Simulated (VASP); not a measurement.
The system is MnO2.

```
Mn O
1.0
     4.39830    0.00000    0.00000
     0.00000    4.39830    0.00000
     0.00000    0.00000    2.87300
Mn O
2 4
Cartesian
  0.0000 0.0000 0.0000
  2.1991 2.1991 1.4365
  1.3421 1.3421 0.0000
  0.8570 3.5413 1.4365
  3.0562 3.0562 0.0000
  3.5413 0.8570 1.4365
```

Base run:

| Property | Result |
| --- | --- |
| Program | VASP 6.6.1 |
| Functional | PBE |
| Potentials or basis | VASP PAW PBE potentials, release 64 (Mn_sv, O_h) |
| Cutoff | 1340 eV |
| k mesh | 6 × 6 × 10 |
| Occupations | fermi-dirac, width 0.05 eV |
| Spin | no spin polarisation |

Its results: band gap on the k mesh zero (bands 27 and 28 overlap by 0.94 eV); pressure -7.0 GPa; largest force 0.259 eV/Å.

Question: The run is repeated on the same cell with these changes: functional from PBE to r2SCAN; potentials or basis from VASP PAW PBE potentials, release 64 (Mn_sv, O_h) to VASP PAW PBE potentials, release 64 (Mn_sv, O); cutoff from 1340 eV to 770 eV. What comes out?

Answer: Band gap on the k mesh zero (bands 27 and 28 overlap by 0.92 eV); pressure -14.1 GPa; largest force 0.286 eV/Å.

Caveats: the run has no spin polarisation, though such a crystal can be magnetic; semilocal functionals often make such compounds metallic where correlation or magnetic order opens a gap, which also shifts bond lengths; the stress differs along the axes, from -11 to -5 GPa (at least some runs); the cell stands under tension (at least some runs); the PAW data sets were made with another functional, which shifts forces and pressure a little (at least some runs).
